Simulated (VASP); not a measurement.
Crystal: MgCl6.

```
Mg Cl
1.0
     0.00000    4.57760    4.57760
     4.57760    0.00000    4.57760
     4.57760    4.57760    0.00000
Mg Cl
1 6
Direct
  0.00000 0.00000 0.00000
  0.27014 0.72986 0.72986
  0.72986 0.27014 0.27014
  0.72986 0.27014 0.72986
  0.27014 0.72986 0.27014
  0.72986 0.72986 0.27014
  0.27014 0.27014 0.72986
```

The cell was generated, and may not be a known phase.

| Property | Result |
| --- | --- |
| Program | VASP 6.6.1 |
| Task | relaxation of cell and atoms |
| Functional | PBE |
| Potentials or basis | VASP PAW PBE potentials, release 64 (Mg, Cl) |
| Cutoff | 600 eV |
| k mesh | 4 × 4 × 4 |
| Occupations | gaussian, width 0.1 eV |
| Spin | no spin polarisation |

At the start: pressure 1.2 GPa; volume 27.41 Å³/atom.

Problem. Where does the relaxation end?

Solution. Over 6 steps the energy falls by 26.0 meV/atom and the volume is 29.48 Å³/atom (+7.6 %); space group Fm-3m (No. 225, to 0.1 Å) before and after.

The path:
```
step  energy change (eV)  largest force (eV/Å)  pressure (GPa)  volume (Å³)
   1              0.0000                0.5701            1.25       191.84
   2             -0.1079                0.3643            0.47       197.83
   3             -0.1733                0.0830           -0.53       210.97
   4             -0.1742                0.1016           -0.48       209.74
   5             -0.1742                0.1097           -0.45       209.17
   6             -0.1823                0.0158           -0.04       206.39
```

Final structure:
```xyz
7
Lattice="0.0000 4.6905 4.6905 4.6905 0.0000 4.6905 4.6905 4.6905 0.0000" Properties=species:S:1:pos:R:3 pbc="T T T"
Mg    0.0000    4.6905    4.6905
Cl    6.9365    4.6905    4.6905
Cl    2.4446    4.6905    4.6905
Cl    4.6905    6.9365    4.6905
Cl    4.6905    2.4446    4.6905
Cl    4.6905    4.6905    6.9365
Cl    4.6905    4.6905    2.4446
```
